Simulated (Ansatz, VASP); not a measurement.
# Hg in VASP and in Ansatz

```xyz
1
Lattice="1.7463 1.0082 2.1479 -1.7463 1.0082 2.1479 0.0000 -2.0165 2.1479" Properties=species:S:1:pos:R:3 pbc="T T T"
Hg   -1.7463    1.0082    2.1479
```

Alike in both runs: task single point; functional LDA; k mesh 11 × 11 × 11; occupations gaussian, width 0.03 eV; no spin polarisation.

```csv
,VASP,Ansatz
version,VASP 6.6.1,Ansatz 0.2.0
potentials or method,"VASP PAW LDA potentials, release 64 (Hg_sv_GW), cutoff 550 eV","plane waves (420 eV) with PAW, scalar-relativistic"
valence electrons in the cell,20,20
```

|  | VASP | Ansatz | Ansatz less VASP |
| --- | --- | --- | --- |
| pressure (GPa) | 0.2 | 0.2 | +0.03 |
| traceless stress, the component that is largest in VASP (GPa) | 0.33 | 0.19 | -0.143 |

Ansatz warns that its potentials were made for another functional, while VASP's fit it. LDA's correlation is that of Perdew and Zunger in VASP and of Perdew and Wang (1992) in Ansatz.

Neither program's run includes spin-orbit coupling.
